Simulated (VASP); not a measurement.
Set up this calculation in VASP 6.6.1, as the native input.

```yaml
Task: single point
Functional: PBEsol
Potentials_or_basis: VASP PAW PBE potentials, release 64 (C)
Cutoff: 520 eV
k_mesh: 12 × 12 × 1
Occupations: fermi-dirac, width 0.02 eV
Spin: no spin polarisation
Dipole_correction: yes
Further_INCAR_settings: ALGO = Normal; EDIFF = 1e-06; NBANDS = 21
```

The structure of C lies in POSCAR:

```
C
1.0
    2.5129241670      0.0000000000      0.0000000000
    0.0000000000      2.5129241670      0.0000000000
    0.0000000000      0.0000000000     20.4423000000
C
6
Direct
    0.7500000000      0.0000000000      0.3913462698
    0.2500000000      0.0000000000      0.4348077619
    0.2500000000      0.5000000000      0.4782692540
    0.7500000000      0.5000000000      0.5217307460
    0.7500000000      0.0000000000      0.5651922381
    0.2500000000      0.0000000000      0.6086537302
```

The input as run:

INCAR

```
SYSTEM = C
  PREC = Accurate
  ENCUT = 520
  EDIFF = 1E-6
  ISMEAR = -1
  SIGMA = 0.02
  LREAL = .FALSE.
  LASPH = .TRUE.
  NELM = 60
  ALGO = Normal
  ISIF = 2
  LWAVE = .FALSE.
  LCHARG = .FALSE.
  LDIPOL = .TRUE.
  IDIPOL = 3
  DIPOL = 0.5 0.5 0.500
  GGA = PS
  NBANDS = 21
```

KPOINTS

```
regular mesh
0
G
  12 12 1
  0 0 0
```

Potentials or basis: VASP PAW PBE potentials, release 64 (C).

Command:

```sh
$ cat potpaw_PBE.64/C/POTCAR > POTCAR
$ mpirun -np 1 vasp_std > vasp.out
```

It gave:

```json
{"Largest force": "2.455 eV/Å", "Band gap on the k mesh": "zero (band 12 reaches -2.66 eV, above the bottom of band 13 at -3.28 eV)"}
```

Caveat: the PAW data sets were made with another functional, which shifts forces and pressure a little.

Wall time 2.9 min on 1 thread of Intel(R) Xeon(R) Platinum 8259CL CPU @ 2.50GHz (Skylake/Cascade Lake), with other jobs on the host, peak memory 0.27 GiB.
